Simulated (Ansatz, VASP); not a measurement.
As in VASP and in Ansatz

```
As
1.0
     1.87975    1.08527    3.48577
    -1.87975    1.08527    3.48577
     0.00000   -2.17055    3.48577
As
2
Direct
  0.22754 0.22754 0.22754
  0.77246 0.77246 0.77246
```

Alike in both runs: task single point; functional LDA; k mesh 6 × 6 × 6; occupations gaussian, width 0.1 eV; no spin polarisation.

|  | VASP | Ansatz |
| --- | --- | --- |
| version | VASP 6.6.1 | Ansatz 0.2.0 |
| potentials or method | VASP PAW LDA potentials, release 64 (As), cutoff 520 eV | scalar-relativistic, plane waves, PAW |
| valence electrons in the cell | 10 | 30 |

Ansatz gave:

| Quantity | Value |
| --- | --- |
| gap on the k mesh at the Fermi level (eV) | none |
| pressure (GPa) | -1.7 |
| traceless stress, the component that is largest in VASP (GPa) | -0.92 |
| rms of the force components (eV/Å) | 0.028 |

Task: Which values does VASP return?

Result: gap on the k mesh at the Fermi level (eV): none; pressure (GPa): -1.2; traceless stress, the component that is largest in VASP (GPa): -1.03; rms of the force components (eV/Å): 0.011.

Ansatz warns that its potentials were made for another functional, while VASP's fit it. LDA's correlation is that of Perdew and Zunger in VASP and of Perdew and Wang (1992) in Ansatz. Atom by atom the forces differ by 0.039 eV/Å (rms over components). A gap of «none» marks a metal or a gap that the smearing closes. VASP's potentials hold 10 valence electrons a cell and Ansatz's 30, so a difference there can come from the potentials and not from the codes.
